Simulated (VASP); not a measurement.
Wanted: the native input for a VASP 6.6.1 run.

```yaml
Task: single point
Functional: PBE
Potentials_or_basis: VASP PAW PBE potentials, release 64 (Ti_sv)
Cutoff: 520 eV
k_mesh: 12 × 12 × 7
Occupations: gaussian, width 0.2 eV
Spin: no spin polarisation
Dipole_correction: no
Further_INCAR_settings: ALGO = Normal; EDIFF = 1e-06; NBANDS = 19
```

The structure of Ti lies in POSCAR:

```
Ti
1.0
    2.9390756844      0.0000000000      0.0000000000
   -1.4695378422      2.5453142064      0.0000000000
    0.0000000000      0.0000000000      4.6559893251
Ti
2
Direct
    0.3333333333      0.6666666667      0.2500000000
    0.6666666667      0.3333333333      0.7500000000
```

The input as run:

INCAR

```
ALGO = Normal
EDIFF = 1E-6
ENCUT = 520
GGA = PE
ISIF = 2
ISMEAR = 0
LASPH = True
LCHARG = False
LREAL = False
LWAVE = False
NBANDS = 19
NELM = 60
PREC = Accurate
SIGMA = 0.2
```

KPOINTS

```
k-points
0
Gamma
  12 12 7
```

Potentials or basis: VASP PAW PBE potentials, release 64 (Ti_sv).

The run is started by

```bash
$ cat potpaw_PBE.64/Ti_sv/POTCAR > POTCAR
$ mpirun -np 1 vasp_std > vasp.out
```

It gave:

```
Pressure               : -0.3 GPa
Band gap on the k mesh : zero (band 12 reaches 9.08 eV, above the bottom of band 13 at 8.01 eV)
```

Run time: 44 s on 1 thread of Intel(R) Xeon(R) Platinum 8175M CPU @ 2.50GHz (Skylake/Cascade Lake), on a shared host, peak memory 0.18 GiB.
